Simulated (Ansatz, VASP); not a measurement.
## One calculation of Au, two programs

```
Au
1.0
     2.81300    0.00000    0.00000
    -1.40650    2.43613    0.00000
     0.00000    0.00000    5.02640
Au
2
Direct
  0.33333 0.66667 0.75000
  0.66667 0.33333 0.25000
```

Change from the starting cell: strain -0.030 along x and y, +0.030 along z, atoms carried along.

Alike in both runs: task single point; functional PBEsol; k mesh 18 × 18 × 10; occupations gaussian, width 0.15 eV; no spin polarisation.

```csv
,VASP,Ansatz
version,VASP 6.6.1,Ansatz 0.2.0
potentials or method,"VASP PAW PBE potentials, release 64 (Au), cutoff 520 eV","scalar-relativistic, plane waves, PAW"
valence electrons in the cell,22,38
```

```csv
,VASP,Ansatz,Ansatz less VASP
gap on the k mesh at the Fermi level (eV),none,none,-
pressure (GPa),-0.9,-0.7,+0.21
"traceless stress, the component that is largest in VASP (GPa)",-3.47,-3.48,-0.005
```

VASP's potentials were made for PBE, not for PBEsol. A gap of «none» marks a metal or a gap that the smearing closes. With one functional, cell and mesh, what is left measures potentials, basis and numerics. VASP's potentials hold 22 valence electrons a cell and Ansatz's 38, so a difference there can come from the potentials and not from the codes.

Spin-orbit coupling is off throughout.
